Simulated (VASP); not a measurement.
A run of VASP 6.6.1 is set up as follows.

INCAR

```
SYSTEM = Cu
PREC = Accurate
ENCUT = 520
EDIFF = 1E-6
ISMEAR = -1
SIGMA = 0.05
LREAL = .FALSE.
LASPH = .TRUE.
NELM = 100
ALGO = Normal
ISIF = 2
LWAVE = .FALSE.
LCHARG = .FALSE.
GGA = PS
NBANDS = 12
```

File KPOINTS:

```
Automatic mesh
0
G
  16 16 16
  0 0 0
```

Contents of POSCAR:

```
Cu
1.0
    0.0000000000      1.7822264538      1.7822264538
    1.7822264538      0.0000000000      1.7822264538
    1.7822264538      1.7822264538      0.0000000000
Cu
1
Direct
    0.0000000000      0.0000000000      0.0000000000
```

Potentials or basis: VASP PAW PBE potentials, release 64 (Cu).

Run with:

```sh
$ cat potpaw_PBE.64/Cu/POTCAR > POTCAR
$ mpirun -np 1 vasp_std > vasp.out
```

(1) Estimate the pressure.

Answers

(1) 0.7 GPa.

Caveat: the PAW data sets were made with another functional, which shifts forces and pressure a little.
